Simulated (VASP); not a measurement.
Here is a VASP 6.6.1 calculation.

File INCAR:

```
ALGO = Normal ; EDIFF = 1E-6
ENCUT = 500 ; GGA = PE
GGA_COMPAT = False ; ISIF = 2
ISMEAR = 0 ; LASPH = True
LCHARG = False ; LREAL = False
LWAVE = False ; NBANDS = 26
NELM = 120 ; PREC = Accurate
SIGMA = 0.01
```

KPOINTS

```
k-points
0
Gamma
  1 1 1
```

The input POSCAR:

```
Si
1.0
    5.4310000000      0.0000000000      0.0000000000
    0.0000000000      5.4310000000      0.0000000000
    0.0000000000      0.0000000000      5.4310000000
Si
8
Direct
    0.0101510000     -0.0000600000      0.0001160000
    0.0001810000      0.4899250000      0.5001070000
    0.4999340000     -0.0001340000      0.5149390000
    0.5001000000      0.4998590000      0.0000640000
    0.2499410000      0.2598680000      0.2499720000
    0.2499550000      0.7499840000      0.7401520000
    0.7601680000      0.2498910000      0.7501950000
    0.7500450000      0.7501840000      0.2501270000
```

Potentials or basis: VASP PAW PBE potentials, release 64 (Si).

Launch:

```bash
$ cat potpaw_PBE.64/Si/POTCAR > POTCAR
$ mpirun -np 1 vasp_gam > vasp.out
```

(1) Predict the largest force.

(2) What does it give for the pressure?

## Answers

(1) 1.187 eV/Å.

(2) 10.8 GPa.

Caveat: the k points lie up to 1.16 Å⁻¹ apart; forces of over 1 eV/Å act on the atoms, so gaps and moduli don't describe the material at rest.
